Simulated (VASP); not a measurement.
Set up this calculation in VASP 6.6.1, as the native input.

| Item | Value |
| --- | --- |
| Task | single point |
| Functional | PBE |
| Potentials or basis | VASP PAW PBE potentials, release 64 (Re) |
| Cutoff | 520 eV |
| k mesh | 10 × 10 × 10 |
| Occupations | gaussian, width 0.15 eV |
| Spin | no spin polarisation |
| Dipole correction | no |
| Further INCAR settings | ALGO = Normal; EDIFF = 1e-07; NBANDS = 10 |

The structure of Re lies in POSCAR:

```
Re
1.0
    0.0000000000      1.9547445230      2.0579550338
    1.9547445230      0.0000000000      2.0579550338
    1.9547445230      1.9547445230      0.0000000000
Re
1
Direct
    0.0000000000      0.0000000000      0.0000000000
```

This cell differs from its parent crystal: volume 15.727 Å^3 an atom, c/a of the conventional cell 1.0528.

One way to write it, as run:

INCAR

```
SYSTEM = Re
  PREC = Accurate
  ENCUT = 520
  EDIFF = 1E-7
  ISMEAR = 0
  SIGMA = 0.15
  LREAL = .FALSE.
  LASPH = .TRUE.
  NELM = 100
  ALGO = Normal
  ISIF = 2
  LWAVE = .FALSE.
  LCHARG = .TRUE.
  GGA = PE
  LELF = .TRUE.
  LVHAR = .TRUE.
  NBANDS = 10
```

KPOINTS

```
Automatic mesh
0
G
  10 10 10
  0 0 0
```

Potentials or basis: VASP PAW PBE potentials, release 64 (Re).

Launch:

```bash
$ cat potpaw_PBE.64/Re/POTCAR > POTCAR
$ mpirun -np 1 vasp_std > vasp.out
```

Results of the run:

```json
{
  "Pressure": "-16.0 GPa"
}
```

Wall time 8.8 s on 1 thread of Intel(R) Xeon(R) Platinum 8488C (Sapphire Rapids), with other jobs on the host, peak memory 0.15 GiB.
